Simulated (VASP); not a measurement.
Set up this calculation in VASP 6.6.1, as the native input.

```yaml
Task: relaxation of cell and atoms
Functional: PBEsol
Dispersion: D3(BJ)
Potentials_or_basis: VASP PAW PBE potentials, release 64 (Mg, B)
Cutoff: 600 eV
k_mesh: 9 × 9 × 9
Occupations: fermi-dirac, width 0.05 eV
Spin: no spin polarisation
Dipole_correction: no
Further_INCAR_settings: ALGO = Normal; EDIFF = 1e-07; IBRION = 2; EDIFFG = -0.01; NSW = 60; ISIF = 3
```

The structure of MgB lies in POSCAR:

```
MgB
1.0
    2.8951500000      0.0000000000      0.0000000000
    0.0000000000      2.8951500000      0.0000000000
    0.0000000000      0.0000000000      2.8951500000
Mg B
1 1
Direct
    0.0000000000      0.0000000000      0.0000000000
    0.5000000000      0.5000000000      0.5000000000
```

These files were run (other wordings do the same):

INCAR

```
SYSTEM = MgB
PREC = Accurate
ENCUT = 600
EDIFF = 1E-7
ISMEAR = -1
SIGMA = 0.05
LREAL = .FALSE.
LASPH = .TRUE.
NELM = 60
ALGO = Normal
ISIF = 3
LWAVE = .FALSE.
LCHARG = .FALSE.
GGA = PS
IVDW = 12
IBRION = 2
NSW = 60
EDIFFG = -0.01
```

KPOINTS

```
regular mesh
0
G
  9 9 9
  0 0 0
```

Potentials or basis: VASP PAW PBE potentials, release 64 (Mg, B).

Launch:

```sh
$ cat potpaw_PBE.64/Mg/POTCAR potpaw_PBE.64/B/POTCAR > POTCAR
$ mpirun -np 1 vasp_std > vasp.out
```

It gave:

```json
{
 "Relaxed volume": "11.41 Å³/atom",
 "Relaxed cell": "a = 2.836 Å, b = 2.836 Å, c = 2.836 Å, α = 90.00°, β = 90.00°, γ = 90.00°",
 "Space group after relaxing (to 0.05 Å)": "Pm-3m (No. 221)",
 "Energy gained by relaxing": "12.7 meV/atom",
 "Ionic steps": "3",
 "Pressure after relaxing": "0.0 GPa",
 "Dispersion energy per atom": "-0.266 eV"
}
```

Caveat: the PAW data sets were made with another functional, which shifts forces and pressure a little; pairwise dispersion overbinds metals, which lowers pressure and volume.

It took 5.5 s on 1 thread of Intel Xeon 6975P-C (shared host), peak memory 0.15 GiB.
